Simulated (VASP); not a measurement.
Input of a VASP 6.6.1 run:

Contents of INCAR:

```
SYSTEM = Ru
PREC = Accurate ; ENCUT = 520
EDIFF = 1E-6 ; ISMEAR = 1
SIGMA = 0.1 ; LREAL = .False.
LASPH = .True. ; NELM = 60
ALGO = Normal ; ISIF = 2
LWAVE = .False. ; LCHARG = .False.
GGA = PE ; NBANDS = 21
```

The input KPOINTS:

```
Automatic mesh
0
Gamma
  11 11 6
  0 0 0
```

POSCAR

```
Ru
1.0
    2.6568154465      0.0000000000      0.0000000000
   -1.3284077233      2.3008701239      0.0000000000
    0.0000000000      0.0000000000      4.2043824601
Ru
2
Direct
    0.3333333333      0.6666666667      0.2500000000
    0.6666666667      0.3333333333      0.7500000000
```

Potentials or basis: VASP PAW PBE potentials, release 64 (Ru_pv).

Run with:

```sh
$ cat potpaw_PBE.64/Ru_pv/POTCAR > POTCAR
$ mpirun -np 1 vasp_std > vasp.out
```

Question: Predict the band gap on the k mesh.

Answer: Zero (band 14 reaches 15.51 eV, above the bottom of band 15 at 12.17 eV).

Question: Estimate the pressure.

Answer: 25.3 GPa.

Stress tensor (GPa, compression positive):
```
24.90  0.00  0.00
 0.00 24.90  0.00
 0.00  0.00 26.17
```
